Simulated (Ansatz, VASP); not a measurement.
This is a calculation of GaB for Ansatz 0.2.0.

File input.yaml:

```yaml
crystal:
  lattice:
    - [2.71824, 0.0, 0.0]
    - [0.0, 2.71824, 0.0]
    - [0.0, 0.0, 3.23621]
  atoms:
    - { symbol: Ga, position: [0.5, 0.5, 0.5] }
    - { symbol: B, position: [0.0, 0.0, 0.0] }
hamiltonian:
  xc: hse06
  pseudopotentials: { kind: paw }
kpoints:
  mp_grid: { grid: [5, 5, 4] }
scf:
  occupations: { method: fermi_dirac, width: 0.05 }
output:
  forces: true
  stress: true
  eigenvalues: true
```

Potentials or basis: Ansatz PAW.

Command:

```bash
$ ansatz run input.yaml --threads 2 --pin off --max-ram 5632MiB --backend cpu --events-out ev --progress --plain --runs-dir out
```

**Question.** Set up the same calculation for VASP 6.6.1. Potentials there: VASP PAW PBE potentials, release 64 (Ga_d, B).

**Answer.** As run (the cutoff follows the program's own potentials):

File POSCAR:

```
GaB
1.0
    2.7182400000      0.0000000000      0.0000000000
    0.0000000000      2.7182400000      0.0000000000
    0.0000000000      0.0000000000      3.2362100000
Ga B
1 1
Direct
    0.5000000000      0.5000000000      0.5000000000
    0.0000000000      0.0000000000      0.0000000000
```

The input INCAR.step1:

```
SYSTEM = GaB
ALGO     = Normal         ! electronic algorithm
EDIFF    = 1E-5           ! SCF threshold, eV
ENCUT    = 520            ! plane-wave cutoff, eV
GGA      = PE             ! functional
ISIF     = 2              ! what is computed and relaxed
ISMEAR   = -1             ! smearing method
LASPH    = .True.         ! aspherical terms in the spheres
LREAL    = .False.        ! projectors in reciprocal space
LWAVE    = .True.         ! write WAVECAR
NBANDS   = 15             ! bands
NELM     = 100            ! most SCF steps
PREC     = Accurate       ! precision mode
SIGMA    = 0.05           ! smearing width, eV
```

File INCAR.step2:

```
SYSTEM = GaB
ALGO     = Normal         ! electronic algorithm
EDIFF    = 1E-6           ! SCF threshold, eV
ENCUT    = 520            ! plane-wave cutoff, eV
GGA      = PE             ! functional
HFSCREEN = 0.2079         ! screening, 1/A
ISIF     = 2              ! what is computed and relaxed
ISMEAR   = -1             ! smearing method
ISTART   = 1            
LASPH    = .True.         ! aspherical terms in the spheres
LCHARG   = .True.         ! write CHGCAR
LELF     = .True.         ! ELF
LHFCALC  = .True.         ! exact exchange
LREAL    = .False.        ! projectors in reciprocal space
LVHAR    = .True.       
LWAVE    = .False.        ! write WAVECAR
NBANDS   = 15             ! bands
NELM     = 100            ! most SCF steps
PREC     = Accurate       ! precision mode
PRECFOCK = Normal       
SIGMA    = 0.05           ! smearing width, eV
```

Contents of KPOINTS:

```
k-points
0
Gamma
  5 5 4
  0 0 0
```

Potentials or basis: VASP PAW PBE potentials, release 64 (Ga_d, B).

Run with:

```sh
$ cat potpaw_PBE.64/Ga_d/POTCAR potpaw_PBE.64/B/POTCAR > POTCAR
$ cp INCAR.step1 INCAR
$ mpirun -np 1 vasp_std > vasp.out
$ cp INCAR.step2 INCAR
$ mpirun -np 1 vasp_std > vasp.out
```

Both were run:

|  | VASP | Ansatz | Ansatz less VASP |
| --- | --- | --- | --- |
| gap on the k mesh at the Fermi level (eV) | none | none | - |
| pressure (GPa) | -3.8 | -4.1 | -0.35 |
| traceless stress, the component that is largest in VASP (GPa) | -1.90 | -1.86 | +0.035 |

A gap of «none» marks a metal or a gap that the smearing closes.

The k mesh is coarse, so the values compare programs but aren't converged.
